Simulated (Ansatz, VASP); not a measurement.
MnO2 in VASP and in Ansatz

```
CELL_PARAMETERS angstrom
1.53462 0.88601 4.92469
-1.53462 0.88601 4.92469
0.00000 -1.77203 4.92469
ATOMIC_POSITIONS crystal
Mn 0.00000 0.00000 0.00000
O 0.26436 0.26436 0.26436
O 0.73564 0.73564 0.73564
```

Alike in both runs: task single point; functional PBE; k mesh 3 × 3 × 3; occupations gaussian, width 0.1 eV; collinear spin.

|  | VASP | Ansatz |
| --- | --- | --- |
| version | VASP 6.6.1 | Ansatz 0.2.0 |
| potentials or method | VASP PAW PBE potentials, release 64 (Mn_pv, O) | scalar-relativistic, plane waves, PAW |
| plane-wave cutoff (eV) | 600 | 420 |
| valence electrons in the cell | 25 | 27 |

VASP gave:

* gap on the k mesh at the Fermi level (eV): 1.50
* least direct gap on the mesh (eV): 1.66
* pressure (GPa): -21.9
* traceless stress, the component that is largest in VASP (GPa): 6.80
* rms of the force components (eV/Å): 0.883
* net moment per atom (μB): 1.00
* size of the moment on the site where the two differ most (μB): 3.12

Problem. What did Ansatz give for the same quantities?

Solution. gap on the k mesh at the Fermi level (eV): 1.53; least direct gap on the mesh (eV): 1.69; pressure (GPa): -22.4; traceless stress, the component that is largest in VASP (GPa): 7.06; rms of the force components (eV/Å): 0.909; net moment per atom (μB): 1.00; size of the moment on the site where the two differ most (μB): 2.82.

Site moments also hang on the region over which each program counts them. Atom by atom the forces differ by 0.026 eV/Å (rms over components). With one functional, cell and mesh, what is left measures potentials, basis and numerics. VASP's potentials hold 25 valence electrons a cell and Ansatz's 27, so a difference there can come from the potentials and not from the codes.

The k mesh is coarse, so the values compare programs but aren't converged.
